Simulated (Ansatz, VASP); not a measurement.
GaP in VASP and in Ansatz

The input INCAR:

```
ALGO = Normal
EDIFF = 1E-6
ENCUT = 520
GGA = PE
ISIF = 2
ISMEAR = -1
LASPH = T
LCHARG = F
LREAL = F
LWAVE = F
NBANDS = 16
NELM = 60
PREC = Accurate
SIGMA = 0.05
```

File KPOINTS:

```
k-points
0
Gamma
  10 10 10
```

Contents of POSCAR:

```
GaP
1.0
    0.0000000000      2.7797550000      2.7252500000
    2.7797550000      0.0000000000      2.7252500000
    2.7797550000      2.7797550000      0.0000000000
Ga P
1 1
Direct
    0.0000000000      0.0000000000      0.0000000000
    0.7500000000      0.7500000000      0.7500000000
```

Input for Ansatz:

```yaml
crystal:
  lattice:
    - [0.0, 2.779755, 2.72525]
    - [2.779755, 0.0, 2.72525]
    - [2.779755, 2.779755, 0.0]
  atoms:
    - { symbol: Ga, position: [0.0, 0.0, 0.0] }
    - { symbol: P, position: [0.75, 0.75, 0.75] }
kpoints:
  mp_grid: { grid: [10, 10, 10] }
  band_path:
    path:
      - [0.0, 0.0, 0.0]
      - [0.0, 0.5, 0.5]
      - [0.25, 0.75, 0.5]
      - [0.0, 0.5, 0.0]
      - [0.0, 0.0, 0.0]
      - [0.5, 0.5, 0.0]
      - [0.38005, 0.61995, 0.0]
      - [-0.38005, 0.38005, 0.0]
      - [0.0, 0.0, 0.0]
    npoints: 5
scf:
  occupations: { method: fermi_dirac, width: 0.05 }
hamiltonian:
  xc: pbe
  pseudopotentials: { kind: all_electron, lapw: { basis_error: 0.0005 } }
output:
  forces: true
  stress: true
  eigenvalues: true
```

Change from the starting cell: equal xx and yy strain of +2 %.

Alike in both runs: task single point; functional PBE; k mesh 10 × 10 × 10; occupations fermi-dirac, width 0.05 eV; no spin polarisation.

```csv
,VASP,Ansatz
version,VASP 6.6.1,Ansatz 0.2.0
potentials or method,"VASP PAW PBE potentials, release 64 (Ga_d, P), cutoff 520 eV","all-electron LAPW, scalar-relativistic"
```

Ansatz gave:

- pressure (GPa): -0.7
- traceless stress, the component that is largest in VASP (GPa): 0.93

**Question.** Which values does VASP return?

**Answer.** Pressure (GPa): -0.8; traceless stress, the component that is largest in VASP (GPa): 0.93.

Ansatz ran all-electron here, and VASP with PAW potentials.
